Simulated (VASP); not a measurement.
# Re (P6_3/mmc) in VASP: notebook

Re is run at these levels: PBEsol; tasks: single point.

Everything below comes from runs of VASP 6.6.1. Logs are shortened: lines on timing, memory, paths and dates and some standing lists are left out, and cuts for length are marked.

## Step 1: The cell of the first run

The structure is hexagonal, space group P6_3/mmc (No. 194). The conventional cell has a = 2.788 Å, b = 2.788 Å, c = 4.496 Å, α = 90.00°, β = 90.00°, γ = 120.00°. Re (site symmetry -6m2) has 12 Re at 2.77 to 2.79 Å within 3.6 Å.

## Step 2: Single point, PBEsol (15.14 Å³/atom)

The input, INCAR:

```
SYSTEM = Re
PREC = Accurate
ENCUT = 520
EDIFF = 1E-6
ISMEAR = -1
SIGMA = 0.1
LREAL = .False.
LASPH = .True.
NELM = 100
ALGO = Normal
ISIF = 2
LWAVE = .False.
LCHARG = .False.
GGA = PS
NBANDS = 14
```

The input, KPOINTS:

```
regular mesh
0
Gamma
  21 21 12
  0 0 0
```

The input, POSCAR:

```
Re
1.0
    2.7884524532      0.0000000000      0.0000000000
   -1.3942262266      2.4148706617      0.0000000000
    0.0000000000      0.0000000000      4.4962717016
Re
2
Direct
    0.3333333333      0.6666666667      0.2500000000
    0.6666666667      0.3333333333      0.7500000000
```

Potentials or basis: VASP PAW PBE potentials, release 64 (Re).

On the command line:

```bash
$ cat potpaw_PBE.64/Re/POTCAR > POTCAR
$ mpirun -np 1 vasp_std > vasp.out
```

OUTCAR:

```text
SYSTEM = Re
   PREC = Accurate
   ENCUT = 520
   EDIFF = 1E-6
   ISMEAR = -1
   LREAL = .False.
   LASPH = .True.
   NELM = 100
   ISIF = 2
   GGA = PS

 ion  position               nearest neighbor table
   1  0.333  0.667  0.250-   2 2.77   2 2.77   2 2.77   2 2.77   2 2.77   2 2.77
   2  0.667  0.333  0.750-   1 2.77   1 2.77   1 2.77   1 2.77   1 2.77   1 2.77

  LATTYP: Found a hexagonal cell.
 ALAT       =     2.7884524532
 C/A-ratio  =     1.6124613122

  Lattice vectors:

 A1 = (   2.7884524532,   0.0000000000,   0.0000000000)
 A2 = (  -1.3942262266,   2.4148706617,   0.0000000000)
 A3 = (   0.0000000000,   0.0000000000,   4.4962717016)

Analysis of symmetry for initial positions (statically):
=====================================================================
 Subroutine PRICEL returns:
 Original cell was already a primitive cell.

 Routine SETGRP: Setting up the symmetry group for a
 hexagonal supercell.

 Subroutine GETGRP returns: Found 24 space group operations
 (whereof 12 operations were pure point group operations)
 out of a pool of 24 trial point group operations.

The static configuration has the point symmetry D_3d.
 The point group associated with its full space group is D_6h.

Analysis of symmetry for dynamics (positions and initial velocities):
=====================================================================
 Subroutine PRICEL returns:
 Original cell was already a primitive cell.

 Routine SETGRP: Setting up the symmetry group for a
 hexagonal supercell.

 Subroutine GETGRP returns: Found 24 space group operations
 (whereof 12 operations were pure point group operations)
 out of a pool of 24 trial point group operations.

The dynamic configuration has the point symmetry D_3d.
 The point group associated with its full space group is D_6h.

 Subroutine INISYM returns: Found 24 space group operations
 (whereof 12 operations are pure point group operations),
 and found     1 'primitive' translations

----------------------------------------------------------------------------------------

                                     Primitive cell

  volume of cell :      30.2768

  direct lattice vectors                    reciprocal lattice vectors
     2.788452453  0.000000000  0.000000000     0.358621858  0.207050426  0.000000000
    -1.394226227  2.414870662  0.000000000     0.000000000  0.414100853  0.000000000
     0.000000000  0.000000000  4.496271702     0.000000000  0.000000000  0.222406488

  length of vectors
     2.788452453  2.788452453  4.496271702     0.414100853  0.414100853  0.222406488

  position of ions in fractional coordinates (direct lattice)
     0.333333333  0.666666667  0.250000000
     0.666666667  0.333333333  0.750000000

  ion indices of the primitive-cell ions
   primitive index   ion index
                 1           1
                 2           2

----------------------------------------------------------------------------------------

 KPOINTS: regular mesh

Automatic generation of k-mesh.
 Grid dimensions read from file:
 generate k-points for:   21   21   12

 Generating k-lattice:

  Cartesian coordinates                     Fractional coordinates (reciprocal lattice)
     0.017077231  0.009859544  0.000000000     0.047619048  0.000000000  0.000000000
     0.000000000  0.019719088  0.000000000     0.000000000  0.047619048  0.000000000
     0.000000000  0.000000000  0.018533874     0.000000000  0.000000000  0.083333333

  Length of vectors
     0.019719088  0.019719088  0.018533874

  Shift w.r.t. Gamma in fractional coordinates (k-lattice)
     0.000000000  0.000000000  0.000000000

 Subroutine IBZKPT returns following result:
 ===========================================

 Found    336 irreducible k-points:

 Following reciprocal coordinates:
            Coordinates               Weight
  0.000000  0.000000  0.000000      1.000000
  0.047619  0.000000  0.000000      6.000000
  0.095238  0.000000  0.000000      6.000000
  0.142857  0.000000  0.000000      6.000000
  0.190476  0.000000  0.000000      6.000000
  0.238095  0.000000  0.000000      6.000000
[... 16 lines left out ...]
  0.142857  0.095238  0.000000     12.000000
  0.190476  0.095238  0.000000     12.000000
 [... further k-points ...]
   k-points           NKPTS =    336   k-points in BZ     NKDIM =    336   number of bands    NBANDS=     14
   number of dos      NEDOS =    301   number of ions     NIONS =      2
   total plane-waves  NPLWV =  20736
   dimension x,y,z NGX =    24 NGY =   24 NGZ =   36
   dimension x,y,z NGXF=    48 NGYF=   48 NGZF=   72
   ions per type =               2
   NGX,Y,Z   is equivalent  to a cutoff of  14.31, 14.31, 13.31 a.u.
   NGXF,Y,Z  is equivalent  to a cutoff of  28.62, 28.62, 26.62 a.u.
 SYSTEM =  Re
   PREC   = accura    normal or accurate (medium, high low for compatibility)
   ISTART =      0    job   : 0-new  1-cont  2-samecut
   ICHARG =      2    charge: 1-file 2-atom 10-const
   ISPIN  =      1    spin polarized calculation?
   LNONCOLLINEAR =      F non collinear calculations
   LSORBIT =      F    spin-orbit coupling
   LASPH  =      T    aspherical Exc in radial PAW
   ENCUT  =  520.0 eV  38.22 Ry    6.18 a.u.   5.18  5.18  8.36*2*pi/ulx,y,z
   NELM   =    100;   NELMIN=  2; NELMDL= -5     # of ELM steps
   EDIFF  = 0.1E-05   stopping-criterion for ELM
   LREAL  =      F    real-space projection
   EDIFFG = 0.1E-04   stopping-criterion for IOM
   NSW    =      0    number of steps for IOM
   IBRION =     -1    ionic relax: 0-MD 1-quasi-New 2-CG
   NFREE  =      0    steps in history (QN), initial steepest desc. (CG)
   ISIF   =      2    stress and relaxation
   ISYM   =      2    0-nonsym 1-usesym 2-fastsym
   POTIM  = 0.5000    time-step for ionic-motion
   TEBEG  =    0.0;   TEEND  =   0.0 temperature during run
   PSTRESS=    0.0 pullay stress
   NELECT =      14.0000    total number of electrons
   NUPDOWN=      -1.0000    fix difference up-down
   EMIN   =  10.00;   EMAX   =-10.00  energy-range for DOS
   EFERMI =   0.00;   METHOD = LEGACY
   ISMEAR =    -1;   SIGMA  =   0.10  broadening in eV -4-tet -1-fermi 0-gaus
   EFERMI_NEDOS =   21; number of points for ismear=-14 and -15
   IALGO  =     38    algorithm
   IMIX   =      4    mixing-type and parameters
     AMIX     =   0.40;   BMIX     =  1.00
     AMIX_MAG =   1.60;   BMIX_MAG =  1.00
  volume/ion in A,a.u.               =      15.14       102.16
  Fermi-wavevector in a.u.,A,eV,Ry     =   1.265943  2.392286 21.804869  1.602613
  Thomas-Fermi vector in A             =   2.399170
   LORBIT       =      0    0 simple, 1 ext, 2 COOP (PROOUT), +10 PAW based schemes
   GGA     = PS    functional components
   LHFCALC =     F    Hartree Fock is set to
   AEXX    =    0.0000 exact exchange contribution
   IVDW    =     0    specifies the selected vdW correction
   LEPSILON=     F    determine dielectric tensor
   LRPA    =     F    only Hartree local field effects (RPA)
 non-spin polarized calculation
  energy-cutoff  :      520.00
  volume of cell :       30.28
 maximum number of plane-waves:       829
 NGX is ok and might be reduce to    24
   NGX = 11   NGY = 11   NGZ = 17

 number of electron      14.0000000 magnetization

 Free energy of the ion-electron system (eV)
  ---------------------------------------------------
  ext. energy  EPLUGINS =         0.00000000
  ---------------------------------------------------
  free energy    TOTEN  =       -26.71116047 eV

  energy without entropy =      -26.65468594  energy(sigma->0) =      -26.68292320

 E-fermi :   7.3692     XC(G=0): -13.6642

 val. band max:        7.3674753441   @ k =   0.3333   0.1905   0.4167
 cond. band min:       7.3733693900   @ k =   0.1905   0.0476   0.3333
 fundamental gap:      0.0058940460
 Fermi energy:         7.3691959143

 k-point     1 :       0.0000    0.0000    0.0000
  band No.  band energies     occupation
      1      -2.3307      2.00000
      2       0.9388      2.00000
      3       5.8554      2.00000
      4       5.8554      2.00000
      5       5.8763      2.00000
      6       6.6611      1.99832
      7       6.6611      1.99832
      8       7.5439      0.29680
      9       7.5439      0.29680
     10       7.9451      0.00629
     11      10.6119      0.00000
     12      10.6119      0.00000
     13      17.0080      0.00000
     14      21.4916      0.00000

 k-point     2 :       0.0476    0.0000    0.0000
  band No.  band energies     occupation
      1      -2.2404      2.00000
      2       1.0242      2.00000
      3       5.5643      2.00000
      4       5.9376      2.00000
      5       6.1375      1.99999
      6       6.5956      1.99913
      7       6.7386      1.99636
      8       7.3782      0.95515
      9       7.4736      0.52089
     10       7.6855      0.08118
     11      10.6596      0.00000
     12      11.0445      0.00000
     13      17.0028      0.00000
     14      21.6915      0.00000

 k-point     3 :       0.0952    0.0000    0.0000
  band No.  band energies     occupation
      1      -1.9747      2.00000
      2       1.2693      2.00000
      3       5.2179      2.00000
      4       6.1818      1.99999
      5       6.3384      1.99993
      6       6.4972      1.99967
      7       6.6853      1.99786
      8       6.9685      1.96429
      9       7.2826      1.40770
     10       7.4739      0.51965
     11      10.7842      0.00000
     12      11.9771      0.00000
     13      16.9729      0.00000
     14      22.2554      0.00000
[... 324 lines left out ...]
 k-point    23 :       0.1429    0.0952    0.0000
  band No.  band energies     occupation
      1      -0.7585      2.00000
      2       2.2557      2.00000
      3       4.3091      2.00000
      4       4.8474      2.00000
      5       5.8295      2.00000
      6       6.2351      1.99998
      7       7.1387      1.81864
      8       7.2857      1.39471
      9       7.4527      0.60530
     10       8.2548      0.00029
     11      11.0585      0.00000
     12      14.7222      0.00000
     13      16.6866      0.00000
     14      23.5208      0.00000

 k-point    24 :       0.1905    0.0952    0.0000
  band No.  band energies     occupation
      1      -0.1272      2.00000
      2       2.5623      2.00000
      3       4.1260      2.00000
      4       4.1921      2.00000
      5       5.6876      2.00000
      6       5.9524      2.00000
      7       7.0629      1.91072
      8       7.5647      0.24802
      9       8.1616      0.00072
     10       8.9630      0.00000
     11      11.1544      0.00000
     12      15.8376      0.00000
     13      16.5116      0.00000
     14      22.3370      0.00000

 [... further k-points ...]

------------------------ aborting loop because EDIFF is reached ----------------------------------------

  FORCE on cell =-STRESS in cart. coord.  units (eV):
  Direction    XX          YY          ZZ          XY          YZ          ZX
  --------------------------------------------------------------------------------------
  -------------------------------------------------------------------------------------
  Total       -2.6927976     -2.6927976     -2.7179123     -0.0000000     -0.0000000      0.0000000
  in kB     -142.4966394   -142.4966394   -143.8256522     -0.0000000     -0.0000000      0.0000000
  external PRESSURE =    -142.9396436 kB  Pullay stress =       0.0000000 kB

 VOLUME and BASIS-vectors are now :
 -----------------------------------------------------------------------------
  energy-cutoff  :      520.00
  volume of cell :       30.28
      direct lattice vectors                 reciprocal lattice vectors
     2.788452453  0.000000000  0.000000000     0.358621858  0.207050426  0.000000000
    -1.394226227  2.414870662  0.000000000     0.000000000  0.414100853  0.000000000
     0.000000000  0.000000000  4.496271702     0.000000000  0.000000000  0.222406488

 POSITION                                       TOTAL-FORCE (eV/Angst)
 -----------------------------------------------------------------------------------
     -0.00000      1.60991      1.12407         0.000000     -0.000000      0.000000
      1.39423      0.80496      3.37220        -0.000000      0.000000      0.000000
 -----------------------------------------------------------------------------------
    total drift:                               -0.000000      0.000000     -0.000000

  FREE ENERGIE OF THE ION-ELECTRON SYSTEM (eV)
  ---------------------------------------------------
  free  energy   TOTEN  =       -26.7111604668 eV

  energy  without entropy=      -26.6546859420  energy(sigma->0) =      -26.68292320
```

Run time: 3 min. Hardware: 1 thread of Intel Xeon 8259CL, shared host; peak memory 0.26 GiB.

What came out:

| Item | Value |
| --- | --- |
| Free energy | -26.7112 eV |
| Pressure | -14.3 GPa |
| Band gap on the k mesh | zero (bands 7 and 8 overlap by 3.10 eV) |

Stress tensor (GPa, compression positive):
```
-14.25   0.00   0.00
  0.00 -14.25   0.00
  0.00   0.00 -14.38
```

Caveat: the cell stands under tension; the PAW data sets were made with another functional, which shifts forces and pressure a little; spin-orbit coupling is left out, which moves the levels of the heavy elements.

## Step 3: Single point, PBEsol (15.72 Å³/atom)

This run uses another cell than the first one, of 15.72 Å³/atom.

The input, INCAR:

```
PREC = Accurate
ENCUT = 520
EDIFF = 1E-6
ISMEAR = -1
SIGMA = 0.1
LREAL = F
LASPH = T
NELM = 80
ALGO = Normal
ISIF = 2
LWAVE = F
LCHARG = T
GGA = PS
LELF = T
LVHAR = T
NBANDS = 14
```

The input, KPOINTS:

```
regular mesh
0
Gamma
  21 21 12
```

The input, POSCAR:

```
Re
1.0
    2.8237530672      0.0000000000      0.0000000000
   -1.4118765336      2.4454418902      0.0000000000
    0.0000000000      0.0000000000      4.5531925759
Re
2
Direct
    0.3333333333      0.6666666667      0.2500000000
    0.6666666667      0.3333333333      0.7500000000
```

Potentials or basis: VASP PAW PBE potentials, release 64 (Re).

On the command line:

```bash
$ cat potpaw_PBE.64/Re/POTCAR > POTCAR
$ mpirun -np 1 vasp_std > vasp.out
```

OUTCAR:

```text
PREC = Accurate
   ENCUT = 520
   EDIFF = 1E-6
   ISMEAR = -1
   LREAL = F
   LASPH = T
   NELM = 80
   ISIF = 2
   GGA = PS

 ion  position               nearest neighbor table
   1  0.333  0.667  0.250-   2 2.80   2 2.80   2 2.80   2 2.80   2 2.80   2 2.80
   2  0.667  0.333  0.750-   1 2.80   1 2.80   1 2.80   1 2.80   1 2.80   1 2.80

  LATTYP: Found a hexagonal cell.
 ALAT       =     2.8237530672
 C/A-ratio  =     1.6124613121

  Lattice vectors:

 A1 = (   2.8237530672,   0.0000000000,   0.0000000000)
 A2 = (  -1.4118765336,   2.4454418902,   0.0000000000)
 A3 = (   0.0000000000,   0.0000000000,   4.5531925759)

Analysis of symmetry for initial positions (statically):
=====================================================================
 Subroutine PRICEL returns:
 Original cell was already a primitive cell.

 Routine SETGRP: Setting up the symmetry group for a
 hexagonal supercell.

 Subroutine GETGRP returns: Found 24 space group operations
 (whereof 12 operations were pure point group operations)
 out of a pool of 24 trial point group operations.

The static configuration has the point symmetry D_3d.
[... 178 lines left out ...]
      7       6.2565      1.99742
      8       7.0920      0.30840
      9       7.0920      0.30840
     10       7.4370      0.01151
     11       9.9957      0.00000
     12       9.9957      0.00000
     13      16.0723      0.00000
     14      20.9851      0.00000
[... 377 lines left out ...]
      1      -0.3933      2.00000
      2       2.3303      2.00000
      3       3.8499      2.00000
      4       3.8986      2.00000
      5       5.3277      2.00000
      6       5.5923      2.00000
      7       6.6247      1.90254
      8       7.1148      0.25347
      9       7.6831      0.00099
     10       8.4309      0.00000
     11      10.4954      0.00000
     12      15.0010      0.00000
     13      15.6019      0.00000
     14      21.3523      0.00000

 [... further k-points ...]

------------------------ aborting loop because EDIFF is reached ----------------------------------------

  FORCE on cell =-STRESS in cart. coord.  units (eV):
  Direction    XX          YY          ZZ          XY          YZ          ZX
  --------------------------------------------------------------------------------------
  -------------------------------------------------------------------------------------
  Total       -5.0417097     -5.0417097     -5.1036252     -0.0000000      0.0000000     -0.0000000
  in kB     -256.9143321   -256.9143321   -260.0694125     -0.0000000      0.0000000     -0.0000000
  external PRESSURE =    -257.9660255 kB  Pullay stress =       0.0000000 kB

 VOLUME and BASIS-vectors are now :
 -----------------------------------------------------------------------------
  energy-cutoff  :      520.00
  volume of cell :       31.44
      direct lattice vectors                 reciprocal lattice vectors
     2.823753067  0.000000000  0.000000000     0.354138615  0.204462025  0.000000000
    -1.411876534  2.445441890  0.000000000     0.000000000  0.408924049  0.000000000
     0.000000000  0.000000000  4.553192576     0.000000000  0.000000000  0.219626116

 POSITION                                       TOTAL-FORCE (eV/Angst)
 -----------------------------------------------------------------------------------
     -0.00000      1.63029      1.13830        -0.000000      0.000000      0.000000
      1.41188      0.81515      3.41489         0.000000     -0.000000      0.000000
 -----------------------------------------------------------------------------------
    total drift:                               -0.000000      0.000000     -0.000000

  FREE ENERGIE OF THE ION-ELECTRON SYSTEM (eV)
  ---------------------------------------------------
  free  energy   TOTEN  =       -26.5648853418 eV

  energy  without entropy=      -26.5054517016  energy(sigma->0) =      -26.53516852
```

Run time: 3.6 min. Hardware: 1 thread of Intel Xeon 8259CL, shared host; peak memory 0.26 GiB.

What came out:

```
Free energy            : -26.5649 eV
Pressure               : -25.8 GPa
Band gap on the k mesh : zero (bands 7 and 8 overlap by 2.91 eV)
```

Caveat: the cell stands under tension; the PAW data sets were made with another functional, which shifts forces and pressure a little; spin-orbit coupling is left out, which moves the levels of the heavy elements.

## Step 4: Single point, PBEsol (16.30 Å³/atom)

This run uses another cell than the first one, of 16.30 Å³/atom.

The input, INCAR:

```
SYSTEM = Re
  PREC = Accurate
  ENCUT = 520
  EDIFF = 1E-7
  ISMEAR = -1
  SIGMA = 0.1
  LREAL = .False.
  LASPH = .True.
  NELM = 60
  ALGO = Normal
  ISIF = 2
  LWAVE = .False.
  LCHARG = .False.
  GGA = PS
  NBANDS = 14
```

The input, KPOINTS:

```
regular mesh
0
Gamma
  21 21 12
  0 0 0
```

The input, POSCAR:

```
Re
1.0
    2.8581924744      0.0000000000      0.0000000000
   -1.4290962372      2.4752672917      0.0000000000
    0.0000000000      0.0000000000      4.6087247876
Re
2
Direct
    0.3333333333      0.6666666667      0.2500000000
    0.6666666667      0.3333333333      0.7500000000
```

On the command line:

```bash
$ cat potpaw_PBE.64/Re/POTCAR > POTCAR
$ mpirun -np 1 vasp_std > vasp.out
```

Run time: 3.2 min. Hardware: 1 thread of Intel Xeon 8259CL, shared host; peak memory 0.26 GiB.

Results (log left out):

* Free energy: -26.3438 eV
* Pressure: -35.0 GPa
* Band gap on the k mesh: zero (bands 7 and 8 overlap by 2.74 eV)

Stress tensor (GPa, compression positive):
```
-34.79   0.00   0.00
  0.00 -34.79   0.00
  0.00   0.00 -35.29
```

Levels at points of the mesh, in eV from the Fermi level:
| k point | band 5 | band 6 | band 7 | band 8 | band 9 | band 10 |
| --- | --- | --- | --- | --- | --- | --- |
| (0.00, 0.00, 0.00) | -1.33 | -0.63 | -0.63 | 0.16 | 0.16 | 0.47 |
| (0.00, 0.00, 0.50) | -1.46 | -1.46 | -1.46 | -1.46 | 2.19 | 2.19 |

Caveat: the cell stands under tension; the PAW data sets were made with another functional, which shifts forces and pressure a little; spin-orbit coupling is left out, which moves the levels of the heavy elements.

## Step 5: Overview

| cell | gap on the mesh (eV) | pressure (GPa) |
| --- | --- | --- |
| a = 2.788, b = 2.788, c = 4.496 Å, angles 90.0, 90.0, 120.0°, 2 atoms | none | -14.3 |
| a = 2.824, b = 2.824, c = 4.553 Å, angles 90.0, 90.0, 120.0°, 2 atoms | none | -25.8 |
| a = 2.858, b = 2.858, c = 4.609 Å, angles 90.0, 90.0, 120.0°, 2 atoms | none | -35.0 |

Alike in all rows: task single point; level PBEsol; potentials or basis VASP PAW PBE potentials, release 64 (Re); no spin polarisation; k mesh 21 × 21 × 12; cutoff (eV) 520; smearing fermi-dirac 0.1 eV.

Caveats: the cell stands under tension; the PAW data sets were made with another functional, which shifts forces and pressure a little; spin-orbit coupling is left out, which moves the levels of the heavy elements.

Absolute energies hang on the potentials; compare differences alone.
